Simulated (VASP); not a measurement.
Crystal: Ti.

```
Ti
1.0
    -1.64100    1.64100    1.64100
     1.64100   -1.64100    1.64100
     1.64100    1.64100   -1.64100
Ti
1
Cartesian
  0.0000 0.0000 0.0000
```

```yaml
Program: VASP 6.6.1
Task: relaxation of cell and atoms
Functional: BLYP
Dispersion: D3(BJ)
Potentials_or_basis: VASP PAW PBE potentials, release 64 (Ti_sv)
Cutoff: 600 eV
k_mesh: 13 × 13 × 13
Occupations: methfessel-paxton, width 0.1 eV
Spin: no spin polarisation
```

At the start: pressure -13.6 GPa; volume 17.68 Å³/atom.

Question: How do energy, volume and symmetry change on relaxing?

Answer: Over 20 steps the energy falls by 111.5 meV/atom and the volume is 15.29 Å³/atom (-13.5 %); space group Im-3m (No. 229, to 0.05 Å).

The path:
```csv
step,energy change (eV),largest force (eV/Å),pressure (GPa),volume (Å³)
1,0.0000,0.0000,-13.59,17.68
2,-0.0743,0.0000,10.64,14.11
3,-0.1115,0.0000,-0.15,15.30
4,-0.1114,0.0000,0.27,15.25
5,-0.1115,0.0000,-0.12,15.31
6,-0.1115,0.0000,-0.05,15.30
7,-0.1115,0.0000,-0.08,15.29
8,-0.1115,0.0000,0.12,15.27
9,-0.1115,0.0000,0.11,15.28
10,-0.1115,0.0000,0.10,15.29
11,-0.1115,0.0000,0.10,15.29
12,-0.1115,0.0000,0.09,15.29
13,-0.1115,0.0000,0.08,15.29
14,-0.1115,0.0000,-0.09,15.31
15,-0.1115,0.0000,-0.10,15.30
16,-0.1115,0.0000,-0.09,15.30
17,-0.1115,0.0000,-0.08,15.30
18,-0.1115,0.0000,-0.07,15.29
19,-0.1115,0.0000,-0.05,15.29
20,-0.1115,0.0000,-0.04,15.29
```

Final structure:
```xyz
1
Lattice="-1.5637 1.5637 1.5637 1.5637 -1.5637 1.5637 1.5637 1.5637 -1.5637" Properties=species:S:1:pos:R:3 pbc="T T T"
Ti    0.0000    0.0000    0.0000
```

Caveat: the PAW data sets were made with another functional, which shifts forces and pressure a little; the volume moved by -13 % from the deposited cell, more than functionals usually miss; pairwise dispersion overbinds metals, which lowers pressure and volume.
